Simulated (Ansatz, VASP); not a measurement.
Two plane-wave programs on Ta

```
Ta
1.0
     0.00000    3.05330    3.05330
     3.05330    0.00000    3.05330
     3.05330    3.05330    0.00000
Ta
2
Direct
  0.00000 0.00000 0.00000
  0.25000 0.25000 0.25000
```

Alike in both runs: functional PBE; k mesh 9 × 9 × 9; occupations fermi-dirac, width 0.03 eV; no spin polarisation.

Ansatz relaxed the structure, and its values are those at the end. VASP's run is a single point on that final structure, the one shown.

|  | VASP | Ansatz |
| --- | --- | --- |
| version | VASP 6.6.1 | Ansatz 0.2.0 |
| potentials or method | VASP PAW PBE potentials, release 64 (Ta_pv) | PAW with Ansatz's default frozen-core files, scalar-relativistic |
| plane-wave cutoff (eV) | 520 | 420 |
| valence electrons in the cell | 22 | 26 |

```csv
,VASP,Ansatz,Ansatz less VASP
pressure (GPa),0.0,0.0,-0.04
```

VASP's potentials hold 22 valence electrons a cell and Ansatz's 26, so a difference there can come from the potentials and not from the codes.

Neither program's run includes spin-orbit coupling.
